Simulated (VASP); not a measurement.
Crystal: Zr.

```
Zr
1.0
     3.23200    0.00000    0.00000
    -1.61600    2.79899    0.00000
     0.00000    0.00000    5.14700
Zr
2
Direct
  0.33333 0.66667 0.25000
  0.66667 0.33333 0.75000
```

* Program: VASP 6.6.1
* Task: relaxation of cell and atoms
* Functional: PBEsol
* Potentials or basis: VASP PAW PBE potentials, release 64 (Zr_sv)
* Cutoff: 600 eV
* k mesh: 15 × 15 × 8
* Occupations: gaussian, width 0.02 eV
* Spin: no spin polarisation

At the start: pressure -3.2 GPa; volume 23.28 Å³/atom.

Problem. Where does the relaxation end?

Solution. Over 6 steps the energy falls by 8.5 meV/atom and the volume is 22.47 Å³/atom (-3.5 %); space group P6_3/mmc (No. 194, to 0.1 Å) before and after.

Step by step:
| step | energy change (eV) | largest force (eV/Å) | pressure (GPa) | volume (Å³) |
| --- | --- | --- | --- | --- |
| 1 | 0.0000 | 0.0000 | -3.24 | 46.56 |
| 2 | -0.0002 | 0.0000 | 3.59 | 43.46 |
| 3 | -0.0166 | 0.0000 | 0.00 | 44.98 |
| 4 | -0.0166 | 0.0000 | 0.07 | 44.95 |
| 5 | -0.0169 | 0.0000 | 0.04 | 44.94 |
| 6 | -0.0170 | 0.0000 | 0.04 | 44.93 |

Final structure:
```
Zr
1.0
     3.18499    0.00000    0.00000
    -1.59250    2.75828    0.00000
     0.00000    0.00000    5.11454
Zr
2
Direct
  0.33333 0.66667 0.25000
  0.66667 0.33333 0.75000
```

Caveat: the PAW data sets were made with another functional, which shifts forces and pressure a little.
